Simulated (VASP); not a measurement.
Runs of VASP 6.6.1 on GaO4. The structure is that of space group Pm-3m (No. 221), or close to it. The cells are those of the table. The cell was generated, and may not be a known phase.

```tsv
task	spin	cell	k mesh	cutoff (eV)	gap on the mesh (eV)	pressure (GPa)	moment (μB)
single point	collinear, ferromagnetic start	a = 3.903 Å, 5 atoms	4 × 4 × 4	520	none	0.0	5.00
single point	collinear, ferromagnetic start	a = 3.971 Å, 5 atoms	4 × 4 × 4	520	none	(a)	5.00
single point	off	a = 3.971 Å, 5 atoms	4 × 4 × 4	520	none	-10.0	-
relaxation of cell and atoms	collinear, ferromagnetic start	relaxed from a = 3.971 Å, 5 atoms	4 × 4 × 4	600	none	0.0	5.00
single point	collinear, ferromagnetic start	a = 3.901 Å, 5 atoms	10 × 10 × 10	520	none	0.2	5.00
```

Alike in all rows: level PBE; potentials or basis VASP PAW PBE potentials, release 64 (Ga_d, O); smearing gaussian 0.1 eV.

Task: Estimate the missing entries.

Result: (a) -5.1.

Caveats: some runs use coarse meshes; an odd number of electrons without spin polarisation forces a metal (at least some runs); a magnetic or distorted state may lie lower (at least some runs).

A k mesh can miss the band edges, and the runs leave out spin-orbit coupling on Ga.

A gap of «none» marks levels without a gap at the run's occupations.
